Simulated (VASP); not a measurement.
LiCl, 6 atoms in the cell. The structure is trigonal, space group P3_221 (No. 154). The conventional cell has a = 6.192 Å, b = 6.192 Å, c = 3.701 Å, α = 90.00°, β = 90.00°, γ = 120.00°. Li (site symmetry 2) has 4 Cl at 2.40 to 2.42 Å within 3.2 Å. Within 3.2 Å of Cl (site symmetry 2) lie 4 Li at 2.40 to 2.42 Å. The cell was generated, and may not be a known phase.

* Program: VASP 6.6.1
* Task: single point
* Functional: PBE
* Potentials or basis: VASP PAW PBE potentials, release 64 (Li_sv, Cl)
* Cutoff: 520 eV
* k mesh: 6 × 6 × 6
* Occupations: gaussian, width 0.02 eV
* Spin: no spin polarisation
* Dipole correction: no
* Further INCAR settings: ALGO = Normal; EDIFF = 1e-07; NBANDS = 24

Potentials or basis: VASP PAW PBE potentials, release 64 (Li_sv, Cl).

Run with:

```sh
$ cat potpaw_PBE.64/Li_sv/POTCAR potpaw_PBE.64/Cl/POTCAR > POTCAR
$ mpirun -np 1 vasp_std > vasp.out
```

Hardware: 1 thread of Oxide Virtual Turin-like Processor, on a shared host.

Question: Estimate the wall time of this run.

Answer: Run time: 2.6 min on 1 thread of Oxide Virtual Turin-like Processor, on a shared host, peak memory 0.23 GiB. Counts: scf iterations 15, k points 34.
